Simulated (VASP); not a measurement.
Write the native input for VASP 6.6.1 that does the following.

```
Task                   : single point
Functional             : r2SCAN
Potentials or basis    : VASP PAW PBE potentials, release 64 (Mg)
Cutoff                 : 520 eV
k mesh                 : 11 × 11 × 11
Occupations            : fermi-dirac, width 0.1 eV
Spin                   : no spin polarisation
Dipole correction      : no
Further INCAR settings : ALGO = Normal; EDIFF = 1e-07; NBANDS = 7
```

The system is Mg.

```
Mg
1.0
     0.00000    2.22920    2.22920
     2.22920    0.00000    2.22920
     2.22920    2.22920    0.00000
Mg
1
Direct
  0.00000 0.00000 0.00000
```

One way to write it, as run:

POSCAR

```
Mg
1.0
    0.0000000000      2.2291973985      2.2291973985
    2.2291973985      0.0000000000      2.2291973985
    2.2291973985      2.2291973985      0.0000000000
Mg
1
Direct
    0.0000000000      0.0000000000      0.0000000000
```

INCAR.step1

```
SYSTEM = Mg
  ALGO = Normal
  EDIFF = 1E-4
  ENCUT = 520
  GGA = PE
  ISMEAR = -1
  LASPH = .TRUE.
  LCHARG = .FALSE.
  LREAL = .FALSE.
  LWAVE = .TRUE.
  NBANDS = 7
  NELM = 100
  PREC = Accurate
  SIGMA = 0.1
```

INCAR.step2

```
SYSTEM = Mg
  ALGO = Normal
  EDIFF = 1E-7
  ENCUT = 520
  ISIF = 2
  ISMEAR = -1
  ISTART = 1
  LASPH = .TRUE.
  LCHARG = .FALSE.
  LMIXTAU = .TRUE.
  LREAL = .FALSE.
  LWAVE = .FALSE.
  METAGGA = R2SCAN
  NBANDS = 7
  NELM = 100
  PREC = Accurate
  SIGMA = 0.1
```

KPOINTS

```
k-points
0
G
  11 11 11
  0 0 0
```

Potentials or basis: VASP PAW PBE potentials, release 64 (Mg).

Run with:

```console
$ cat potpaw_PBE.64/Mg/POTCAR > POTCAR
$ cp INCAR.step1 INCAR
$ mpirun -np 1 vasp_std > vasp.out
$ cp INCAR.step2 INCAR
$ mpirun -np 1 vasp_std > vasp.out
```

It gave:

- Pressure: 0.8 GPa
- Band gap on the k mesh: zero (band 1 reaches 3.77 eV, above the bottom of band 2 at 1.89 eV)

Caveat: the PAW data sets were made with another functional, which shifts forces and pressure a little.

Run time: 75 s on 1 thread of AMD EPYC 7R13, on a shared host, peak memory 0.11 GiB.
